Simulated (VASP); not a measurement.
A run of VASP 6.6.1:

File INCAR:

```
SYSTEM = AgAu3
  ALGO = Normal
  EDIFF = 1E-6
  ENCUT = 520
  GGA = PS
  ISIF = 2
  ISMEAR = 1
  IVDW = 12
  LASPH = .True.
  LCHARG = .True.
  LELF = .True.
  LREAL = .False.
  LVHAR = .True.
  LWAVE = .False.
  NBANDS = 30
  NELM = 100
  PREC = Accurate
  SIGMA = 0.1
```

File KPOINTS:

```
k-points
0
Gamma
  4 4 4
  0 0 0
```

File POSCAR:

```
AgAu3
1.0
    4.1216300000      0.0000000000      0.0000000000
    0.0000000000      4.1216300000      0.0000000000
    0.0000000000      0.0000000000      4.1216300000
Ag Au
1 3
Direct
    0.4981900000      0.4968200000      0.5026500000
    0.4991800000      0.0035900000      0.9946400000
    0.0066900000      0.4920468877      0.9939200000
    0.0032200000      0.0026000000      0.4962300000
```

Potentials or basis: VASP PAW PBE potentials, release 64 (Ag, Au).

Command:

```sh
$ cat potpaw_PBE.64/Ag/POTCAR potpaw_PBE.64/Au/POTCAR > POTCAR
$ mpirun -np 1 vasp_std > vasp.out
```

Hardware: 1 thread of Intel(R) Xeon(R) Platinum 8259CL CPU @ 2.50GHz (Skylake/Cascade Lake), on a shared host.

Problem. How long does it take, and how much memory?

Solution. Run time: 51 s on 1 thread of Intel(R) Xeon(R) Platinum 8259CL CPU @ 2.50GHz (Skylake/Cascade Lake), on a shared host, peak memory 0.23 GiB. Counts: scf iterations 12, k points 36.
